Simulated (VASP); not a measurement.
Wanted: the native input for a VASP 6.6.1 run.

* Task: single point
* Functional: PBEsol
* Potentials or basis: VASP PAW PBE potentials, release 64 (Cr_sv, O)
* Cutoff: 700 eV
* k mesh: 6 × 6 × 9
* Occupations: fermi-dirac, width 0.05 eV
* Spin: collinear spin, ferromagnetic start
* Starting moments: [2.1, 2.1, 0.0, 0.0, 0.0, 0.0] μB
* Hubbard terms: Cr d U = 4.9 eV, J = 0.9 eV
* Dipole correction: no
* LDAUTYPE: 1
* Hund's J: 0.9
* Further INCAR settings: ALGO = Normal; EDIFF = 1e-06; NBANDS = 39

The structure of CrO2 lies in POSCAR:

```
CrO2
1.0
    4.4713430000      0.0000000000      0.0000000000
    0.0000000000      4.4713430000      0.0000000000
    0.0000000000      0.0000000000      2.9951760000
Cr O
2 4
Direct
    0.0000000000      0.5000000000      0.2384510000
    0.5000000000      0.0000000000      0.7615490000
    0.7017070000      0.2017070000      0.2536240000
    0.2017070000      0.2982930000      0.7463760000
    0.2982930000      0.7982930000      0.2536240000
    0.7982930000      0.7017070000      0.7463760000
```

The input as run:

INCAR

```
SYSTEM = CrO2
PREC = Accurate ; ENCUT = 700
EDIFF = 1E-6 ; ISMEAR = -1
SIGMA = 0.05 ; LREAL = .FALSE.
LASPH = .TRUE. ; NELM = 200
ALGO = Normal ; ISIF = 2
LWAVE = .FALSE. ; LCHARG = .TRUE.
ISPIN = 2 ; MAGMOM = 2.1 2.1 0 0 0 0
LORBIT = 11 ; LMAXMIX = 4
LDAU = .TRUE. ; LDAUTYPE = 1
LDAUL = 2 -1 ; LDAUU = 4.9 0
LDAUJ = 0.9 0 ; LDAUPRINT = 1
GGA = PS ; LELF = .TRUE.
LVHAR = .TRUE. ; NBANDS = 39
GGA_COMPAT = .FALSE.
```

KPOINTS

```
Automatic mesh
0
G
  6 6 9
  0 0 0
```

Potentials or basis: VASP PAW PBE potentials, release 64 (Cr_sv, O).

The run is started by

```bash
$ cat potpaw_PBE.64/Cr_sv/POTCAR potpaw_PBE.64/O/POTCAR > POTCAR
$ mpirun -np 1 vasp_std > vasp.out
```

It gave:

```
Pressure                                              : -11.4 GPa
Largest force                                         : 0.375 eV/Å
Band gap on the k mesh                                : zero (filled and empty bands overlap)
Net moment                                            : 4.00 μB per cell
Site moments                                          : Cr +2.16; O -0.15 μB
Valence electrons inside the program's atomic spheres : Cr 11.48; O 5.00
```

Caveat: the cell stands under tension; the PAW data sets were made with another functional, which shifts forces and pressure a little; the run started ferromagnetic, and an antiferromagnetic order may lie lower in energy.

It took 7.6 min on 1 thread of Intel(R) Xeon(R) Platinum 8259CL CPU @ 2.50GHz (Skylake/Cascade Lake) (shared host), peak memory 0.4 GiB.
